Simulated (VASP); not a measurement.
A run of VASP 6.6.1 is set up as follows.

INCAR

```
SYSTEM = Mg
PREC = Accurate ; ENCUT = 600
EDIFF = 1E-7 ; ISMEAR = -1
SIGMA = 0.08 ; LREAL = .FALSE.
LASPH = .TRUE. ; NELM = 60
ALGO = Normal ; ISIF = 3
LWAVE = .FALSE. ; LCHARG = .FALSE.
GGA = PE ; IBRION = 2
NSW = 32 ; EDIFFG = -0.005
PSTRESS = -3.1
```

Contents of KPOINTS:

```
regular mesh
0
G
  14 14 14
  0 0 0
```

File POSCAR:

```
Mg
1.0
   -2.9253888873      2.9253888873      1.5216188256
    2.9253888873     -2.9253888873      1.5216188256
    2.9253888873      2.9253888873     -1.5216188256
Mg
2
Direct
   -0.3750000000     -0.1250000000     -0.2500000000
    0.3750000000      0.1250000000      0.2500000000
```

Potentials or basis: VASP PAW PBE potentials, release 64 (Mg).

Launch:

```console
$ cat potpaw_PBE.64/Mg/POTCAR > POTCAR
$ mpirun -np 1 vasp_std > vasp.out
```

(1) What does it give for the relaxed cell?

(2) Estimate the band gap on the k mesh.

(3) What does it give for the relaxed volume?

Results:

(1) a = 4.406 Å, b = 4.406 Å, c = 4.406 Å, α = 96.84°, β = 96.84°, γ = 139.62°.

(2) zero (bands 2 and 3 overlap by 4.92 eV).

(3) 26.00 Å³/atom.

Caveat: the cell is relaxed towards a set pressure, so the run minimises the enthalpy, not the energy.
